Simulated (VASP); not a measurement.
Input of a VASP 6.6.1 run:

The input INCAR:

```
SYSTEM = HfC
PREC = Accurate
ENCUT = 520
EDIFF = 1E-6
ISMEAR = -1
SIGMA = 0.1
LREAL = .FALSE.
LASPH = .TRUE.
NELM = 80
ALGO = Normal
ISIF = 2
LWAVE = .FALSE.
LCHARG = .FALSE.
GGA = PE
NBANDS = 14
```

The input KPOINTS:

```
regular mesh
0
G
  17 17 17
  0 0 0
```

Contents of POSCAR:

```
HfC
1.0
    0.0000000000      2.1412155697      2.1412155697
    2.1412155697      0.0000000000      2.1412155697
    2.1412155697      2.1412155697      0.0000000000
Hf C
1 1
Direct
    0.0000000000      0.0000000000      0.0000000000
    0.5000000000      0.5000000000      0.5000000000
```

Potentials or basis: VASP PAW PBE potentials, release 64 (Hf_pv, C).

Command:

```console
$ cat potpaw_PBE.64/Hf_pv/POTCAR potpaw_PBE.64/C/POTCAR > POTCAR
$ mpirun -np 1 vasp_std > vasp.out
```

(1) What does it give for the band gap on the k mesh?

(2) Estimate the pressure.

Answers

(1) zero (bands 7 and 8 overlap by 1.57 eV).

(2) 95.7 GPa.

Caveat: the cell stands under pressure; spin-orbit coupling is left out, which moves the levels of the heavy elements.
